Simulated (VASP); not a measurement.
# Si4Ag in VASP: further runs, part 2 of 2

VASP 6.6.1. Earlier steps stand in the parts before.

## (3) Single point, PBE, collinear spin

INCAR

```
PREC = Accurate
ENCUT = 520
EDIFF = 1E-6
ISMEAR = 0
SIGMA = 0.05
LREAL = F
LASPH = T
NELM = 150
ALGO = Normal
ISIF = 2
LWAVE = F
LCHARG = F
ISPIN = 2
MAGMOM = 0 0 0 0 1
LORBIT = 11
LMAXMIX = 4
LDIPOL = T
IDIPOL = 3
DIPOL = 0.5 0.5 0.348
GGA = PE
NBANDS = 26
```

KPOINTS

```
Automatic mesh
0
Gamma
  9 9 1
```

POSCAR

```
Si4Ag
1.0
    3.8675355701      0.0000000000      0.0000000000
   -1.9337677851      3.3493840538      0.0000000000
    0.0000000000      0.0000000000     19.4372967090
Si Ag
4 1
Direct
    0.3333333333      0.6666666667      0.2057899336
    0.0000000000      0.0000000000      0.2464055298
    0.0000000000      0.0000000000      0.3748662321
    0.6666666667      0.3333333333      0.4083539408
    1.0000000000      1.0000000000      0.5060022355
```

Potentials or basis: VASP PAW PBE potentials, release 64 (Si, Ag).

On the command line:

```
cat potpaw_PBE.64/Si/POTCAR potpaw_PBE.64/Ag/POTCAR > POTCAR
mpirun -np 1 vasp_std > vasp.out
```

OUTCAR:

```text
PREC = Accurate
   ENCUT = 520
   EDIFF = 1E-6
   ISMEAR = 0
   LREAL = F
   LASPH = T
   NELM = 150
   ISIF = 2
   ISPIN = 2
   LORBIT = 11
   GGA = PE

 ion  position               nearest neighbor table
   1  0.333  0.667  0.206-   2 2.37   2 2.37   2 2.37
   2  0.000  0.000  0.246-   1 2.37   1 2.37   1 2.37   3 2.50
   3  0.000  0.000  0.375-   4 2.33   4 2.33   4 2.33   2 2.50   5 2.55
   4  0.667  0.333  0.408-   3 2.33   3 2.33   3 2.33   5 2.93   5 2.93   5 2.93
   5  0.000  0.000  0.506-   3 2.55   4 2.93   4 2.93   4 2.93

  LATTYP: Found a hexagonal cell.
 ALAT       =     3.8675355701
 C/A-ratio  =     5.0257577097

  Lattice vectors:

 A1 = (   3.8675355701,   0.0000000000,   0.0000000000)
 A2 = (  -1.9337677851,   3.3493840538,   0.0000000000)
 A3 = (   0.0000000000,   0.0000000000,  19.4372967090)

Analysis of symmetry for initial positions (statically):
=====================================================================
 Subroutine PRICEL returns:
 Original cell was already a primitive cell.

 Routine SETGRP: Setting up the symmetry group for a
 hexagonal supercell.

 Subroutine GETGRP returns: Found  6 space group operations
 (whereof  6 operations were pure point group operations)
 out of a pool of 24 trial point group operations.

The static configuration has the point symmetry C_3v.

Analysis of symmetry for dynamics (positions and initial velocities):
=====================================================================
 Subroutine PRICEL returns:
 Original cell was already a primitive cell.

 Routine SETGRP: Setting up the symmetry group for a
 hexagonal supercell.

 Subroutine GETGRP returns: Found  6 space group operations
 (whereof  6 operations were pure point group operations)
 out of a pool of 24 trial point group operations.

The dynamic configuration has the point symmetry C_3v.

Analysis of structural, dynamic, and magnetic symmetry:
=====================================================================
 Subroutine PRICEL returns:
 Original cell was already a primitive cell.

 Routine SETGRP: Setting up the symmetry group for a
 hexagonal supercell.

 Subroutine GETGRP returns: Found  6 space group operations
 (whereof  6 operations were pure point group operations)
 out of a pool of 24 trial point group operations.

The overall configuration has the point symmetry C_3v.

 Subroutine INISYM returns: Found  6 space group operations
 (whereof  6 operations are pure point group operations),
 and found     1 'primitive' translations

----------------------------------------------------------------------------------------

                                     Primitive cell

  volume of cell :     251.7881

  direct lattice vectors                    reciprocal lattice vectors
     3.867535570  0.000000000  0.000000000     0.258562586  0.149281179  0.000000000
    -1.933767785  3.349384054  0.000000000     0.000000000  0.298562358  0.000000000
     0.000000000  0.000000000 19.437296709     0.000000000  0.000000000  0.051447483

  length of vectors
     3.867535570  3.867535570 19.437296709     0.298562358  0.298562358  0.051447483

[... 82 lines left out ...]
   TEBEG  =    0.0;   TEEND  =   0.0 temperature during run
   PSTRESS=    0.0 pullay stress
   NELECT =      27.0000    total number of electrons
   NUPDOWN=      -1.0000    fix difference up-down
   EMIN   =  10.00;   EMAX   =-10.00  energy-range for DOS
   EFERMI =   0.00;   METHOD = LEGACY
   ISMEAR =     0;   SIGMA  =   0.05  broadening in eV -4-tet -1-fermi 0-gaus
   EFERMI_NEDOS =   21; number of points for ismear=-14 and -15
   IALGO  =     38    algorithm
   IMIX   =      4    mixing-type and parameters
     AMIX     =   0.40;   BMIX     =  1.00
     AMIX_MAG =   1.60;   BMIX_MAG =  1.00
  volume/ion in A,a.u.               =      50.36       339.83
  Fermi-wavevector in a.u.,A,eV,Ry     =   0.777770  1.469772  8.230515  0.604926
  Thomas-Fermi vector in A             =   1.880526
   LORBIT       =     11    0 simple, 1 ext, 2 COOP (PROOUT), +10 PAW based schemes
   GGA     = PE    functional components
   LHFCALC =     F    Hartree Fock is set to
   AEXX    =    0.0000 exact exchange contribution
   IVDW    =     0    specifies the selected vdW correction
   LEPSILON=     F    determine dielectric tensor
   LRPA    =     F    only Hartree local field effects (RPA)
 spin polarized calculation
 Gauss-broadening in eV      SIGMA  =   0.05
  energy-cutoff  :      520.00
  volume of cell :      251.79
 maximum number of plane-waves:      6807
 NGX is ok and might be reduce to    30
   NGX = 15   NGY = 15   NGZ = 73

 dipolmoment           0.000000      0.000000      0.000023 electrons x Angstroem

 number of electron      27.0000005 magnetization       0.0039725

 number of electron      27.0000005 magnetization      -0.0003014

 dipolmoment           0.000000      0.000000     -0.068760 electrons x Angstroem

 Free energy of the ion-electron system (eV)
  ---------------------------------------------------
  ext. energy  EPLUGINS =         0.00000000
  ---------------------------------------------------
  free energy    TOTEN  =       -21.70583769 eV

  energy without entropy =      -21.70103176  energy(sigma->0) =      -21.70343472

 E-fermi :  -0.2083     XC(G=0):  -4.7428

 val. band max:       -0.2167576674   @ k =   0.3333   0.2222   0.0000
 cond. band min:      -0.1528820472   @ k =   0.2222   0.2222   0.0000
 fundamental gap:      0.0638756201
 Fermi energy:        -0.2083470632

 spin component 1

 k-point     1 :       0.0000    0.0000    0.0000
  band No.  band energies     occupation
      1     -11.8434      1.00000
      2     -10.4691      1.00000
      3      -5.8114      1.00000
      4      -5.0372      1.00000
      5      -4.6468      1.00000
      6      -4.6468      1.00000
[... 325 lines left out ...]
     24       6.6748      0.00000
     25       6.7340      0.00000
 Fermi energy:        -0.2083470632

 spin component 2

 k-point     1 :       0.0000    0.0000    0.0000
  band No.  band energies     occupation
      1     -11.8434      1.00000
      2     -10.4692      1.00000
      3      -5.8115      1.00000
      4      -5.0372      1.00000
      5      -4.6468      1.00000
      6      -4.6468      1.00000
[... 325 lines left out ...]
     24       6.6743      0.00000
     25       6.7339      0.00000
 [bands above 25 left out]

------------------------ aborting loop because EDIFF is reached ----------------------------------------

 vacuum level on the upper side and lower side of the slab       (xc-potential included)        -0.467         0.467

  FORCE on cell =-STRESS in cart. coord.  units (eV):
  Direction    XX          YY          ZZ          XY          YZ          ZX
  --------------------------------------------------------------------------------------
  -------------------------------------------------------------------------------------
  Total       -1.4040760     -1.4040760     -0.7677405      0.0000000      0.0000000      0.0000000
  in kB       -8.9344142     -8.9344142     -4.8852848      0.0000000      0.0000000      0.0000000
  external PRESSURE =      -7.5847044 kB  Pullay stress =       0.0000000 kB

 VOLUME and BASIS-vectors are now :
 -----------------------------------------------------------------------------
  energy-cutoff  :      520.00
  volume of cell :      251.79
      direct lattice vectors                 reciprocal lattice vectors
     3.867535570  0.000000000  0.000000000     0.258562586  0.149281179  0.000000000
    -1.933767785  3.349384054  0.000000000     0.000000000  0.298562358  0.000000000
     0.000000000  0.000000000 19.437296709     0.000000000  0.000000000  0.051447483

 POSITION                                       TOTAL-FORCE (eV/Angst)
 -----------------------------------------------------------------------------------
     -0.00000      2.23292      4.00000         0.000000     -0.000000      0.734677
      0.00000      0.00000      4.78946        -0.000000      0.000000     -0.434505
      0.00000      0.00000      7.28639        -0.000000      0.000000     -1.223617
      1.93377      1.11646      7.93730        -0.000000      0.000000      0.934312
      0.00000      0.00000      9.83532         0.000000      0.000000     -0.010867
 -----------------------------------------------------------------------------------
    total drift:                               -0.000000     -0.000000      0.000041

  FREE ENERGIE OF THE ION-ELECTRON SYSTEM (eV)
  ---------------------------------------------------
  free  energy   TOTEN  =       -21.7058376874 eV

  energy  without entropy=      -21.7010317558  energy(sigma->0) =      -21.70343472

 vacuum level on the upper side and lower side of the slab         3.651         4.610

 total charge

# of ion       s       p       d       tot
------------------------------------------
    1        0.803   0.832   0.000   1.635
    2        0.767   0.875   0.000   1.642
    3        0.763   0.901   0.000   1.664
    4        0.766   0.886   0.000   1.653
    5        0.351   0.158   9.230   9.739
--------------------------------------------------
tot          3.451   3.652   9.230  16.333

 magnetization (x)

# of ion       s       p       d       tot
------------------------------------------
    1       -0.000  -0.000   0.000  -0.000
    2       -0.000  -0.000   0.000  -0.000
    3       -0.000  -0.000   0.000  -0.000
    4       -0.000  -0.000   0.000  -0.000
    5        0.000  -0.000  -0.000  -0.000
--------------------------------------------------
tot         -0.000  -0.000  -0.000  -0.000
```

Wall time 10 min (1 thread of Oxide Virtual Turin-like, shared host); peak memory 0.47 GiB.

Results:

```
Free energy                                           : -21.7058 eV
Largest force                                         : 1.224 eV/Å
Net moment                                            : 0.00 μB per cell
Valence electrons inside the program's atomic spheres : Si 1.64, 1.66, 1.65 (each value once); Ag 9.74
```

Forces in eV/Å, atoms in the order of the input:
```
Si   0.000  0.000  0.735
Si   0.000  0.000 -0.435
Si   0.000  0.000 -1.224
Si   0.000  0.000  0.934
Ag   0.000  0.000 -0.011
```

Levels at points of the mesh, in eV from the Fermi level:
Spin up:
```tsv
k point	band 11	band 12	band 13	band 14	band 15	band 16	band 17	band 18
(0.00, 0.00, 0.00)	-1.08	-0.34	-0.23	-0.23	1.22	2.27	2.64	2.90
```
Spin down:
| k point | band 11 | band 12 | band 13 | band 14 | band 15 | band 16 | band 17 | band 18 |
| --- | --- | --- | --- | --- | --- | --- | --- | --- |
| (0.00, 0.00, 0.00) | -1.08 | -0.34 | -0.23 | -0.23 | 1.22 | 2.27 | 2.64 | 2.90 |

## (4) Single point, PBE, collinear spin

INCAR

```
SYSTEM = Si4Ag
PREC = Accurate
ENCUT = 520
EDIFF = 1E-6
ISMEAR = 0
SIGMA = 0.05
LREAL = .False.
LASPH = .True.
NELM = 150
ALGO = Normal
ISIF = 2
LWAVE = .False.
LCHARG = .False.
ISPIN = 2
MAGMOM = 0 0 0 0 1
LORBIT = 11
LMAXMIX = 4
LDIPOL = .True.
IDIPOL = 3
DIPOL = 0.5 0.5 0.344
GGA = PE
NBANDS = 26
```

KPOINTS

```
regular mesh
0
Gamma
  9 9 1
  0 0 0
```

POSCAR, as its differences from that of step 3:

```diff
@@ -12,2 +12,2 @@
     0.6666666667      0.3333333333      0.4083539408
-    1.0000000000      1.0000000000      0.5060022355
+    1.3333333333      0.6666666667      0.4862784507
```

On the command line:

```
cat potpaw_PBE.64/Si/POTCAR potpaw_PBE.64/Ag/POTCAR > POTCAR
mpirun -np 1 vasp_std > vasp.out
```

It took 7.7 min on 1 thread of Oxide Virtual Turin-like, shared host; peak memory 0.47 GiB.

It converged, with:

```
Free energy                                           : -21.9018 eV
Largest force                                         : 1.114 eV/Å
Net moment                                            : 0.39 μB per cell
Site moments                                          : Si +0.10, +0.00, +0.01 (each value once); Ag +0.01 μB
Valence electrons inside the program's atomic spheres : Si 1.64, 1.65, 1.67 (each value once); Ag 9.79
```

Forces in eV/Å, atoms in the order of the input:
```
Si   0.000  0.000  0.784
Si   0.000  0.000 -0.435
Si   0.000  0.000 -1.114
Si   0.000  0.000  0.722
Ag   0.000  0.000  0.042
```

Levels at points of the mesh, in eV from the Fermi level:
Spin up:
```csv
k point,band 11,band 12,band 13,band 14,band 15,band 16,band 17,band 18
"(0.00, 0.00, 0.00)",-1.17,-0.31,-0.31,-0.21,1.33,2.07,2.55,2.65
```
Spin down:
| k point | band 11 | band 12 | band 13 | band 14 | band 15 | band 16 |
| --- | --- | --- | --- | --- | --- | --- |
| (0.00, 0.00, 0.00) | -1.15 | -0.25 | -0.25 | 0.02 | 1.38 | 2.17 |

## (5) Overview

```tsv
cell	gap on the mesh (eV)	moment (μB)	largest force (eV/Å)
as given, atomic positions A	none	0.84	0.79
as given, atomic positions B	none	0.00	1.22
as given, atomic positions C	none	0.39	1.11
```

Alike in all rows: task single point; level PBE; potentials or basis VASP PAW PBE potentials, release 64 (Si, Ag); spin collinear; k mesh 9 × 9 × 1; cutoff (eV) 520; smearing gaussian 0.05 eV.

Absolute energies hang on the potentials; compare differences alone.
